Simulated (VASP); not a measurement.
Here is a VASP 6.6.1 calculation.

The input INCAR:

```
PREC = Accurate
ENCUT = 520
EDIFF = 1E-6
ISMEAR = 0
SIGMA = 0.15
LREAL = F
LASPH = T
NELM = 100
ALGO = Fast
ISIF = 2
LWAVE = F
LCHARG = F
GGA = PS
NBANDS = 13
```

KPOINTS

```
Automatic mesh
0
Gamma
  26 26 26
```

POSCAR

```
Mo
1.0
   -1.5529185264      1.5646534271      1.5529185264
    1.5763883278     -1.5646534271      1.5763883278
    1.5529185264      1.5646534271     -1.5529185264
Mo
1
Direct
    0.0000000000      0.0000000000      0.0000000000
```

Potentials or basis: VASP PAW PBE potentials, release 64 (Mo_sv).

Run with:

```sh
$ cat potpaw_PBE.64/Mo_sv/POTCAR > POTCAR
$ mpirun -np 1 vasp_std > vasp.out
```

(1) What does it give for the pressure?

(2) Predict the band gap on the k mesh.

Results:

(1) 0.7 GPa.

(2) zero (bands 7 and 8 overlap by 5.31 eV).

Caveat: the cell differs from its parent crystal (strain +0.0150 x Voigt [0, 0, 0, 0, 1, 0]); the PAW data sets were made with another functional, which shifts forces and pressure a little.
